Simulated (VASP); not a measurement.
The system is B3P.

```xyz
4
Lattice="2.8202 0.0000 0.0000 -1.4101 2.4424 0.0000 0.0000 0.0000 5.0692" Properties=species:S:1:pos:R:3 pbc="T T T"
B     0.0000    0.0000    2.5346
B     1.4101    0.8141    1.7342
B     1.4101    0.8141    3.3350
P     0.0000    0.0000    0.0000
```

```yaml
Program: VASP 6.6.1
Task: relaxation of cell and atoms
Functional: PBE
Potentials_or_basis: VASP PAW PBE potentials, release 64 (B, P)
Cutoff: 500 eV
k_mesh: 6 × 6 × 4
Occupations: gaussian, width 0.1 eV
Spin: no spin polarisation
```

At the start: pressure 0.1 GPa; volume 8.73 Å³/atom.

Question: Where does the relaxation end?

Answer: Over 16 steps the energy falls by 16.6 meV/atom and the volume is 8.59 Å³/atom (-1.6 %); space group P-6m2 (No. 187, to 0.05 Å).

Step by step:
```
step  energy change (eV)  largest force (eV/Å)  pressure (GPa)  volume (Å³)
   1              0.0000                0.0984            0.13        34.92
   2             -0.0116                0.0290            0.04        34.95
   3             -0.0161                0.0391           -0.15        34.97
   4             -0.0417                0.5201           -0.92        35.01
   5             -0.0134                1.2616           -0.82        35.03
   6             -0.0446                0.8011           -0.90        35.02
   7             -0.0459                0.7079           -0.87        35.02
   8             -0.0500                0.6155           -1.18        35.01
   9             -0.0570                0.3618           -2.23        34.98
  10             -0.0609                0.2354           -2.04        34.88
  11             -0.0642                0.0249           -1.55        34.69
  12             -0.0652                0.0113           -0.99        34.58
  13             -0.0660                0.0693           -0.03        34.40
  14             -0.0660                0.0768            0.11        34.38
  15             -0.0662                0.0413            0.10        34.37
  16             -0.0662                0.0089            0.10        34.35
```

Final structure:
```yaml
crystal:
  lattice:
    - [2.88502, 0.00000, 0.00000]
    - [-1.44251, 2.49850, 0.00000]
    - [0.00000, 0.00000, 4.76570]
  atoms:
    - { symbol: B, position: [0.00000, 0.00000, 0.50000] }
    - { symbol: B, position: [0.66667, 0.33333, 0.33187] }
    - { symbol: B, position: [0.66667, 0.33333, 0.66813] }
    - { symbol: P, position: [0.00000, 0.00000, 0.00000] }
```

Caveat: the k points lie up to 0.42 Å⁻¹ apart in the final cell.
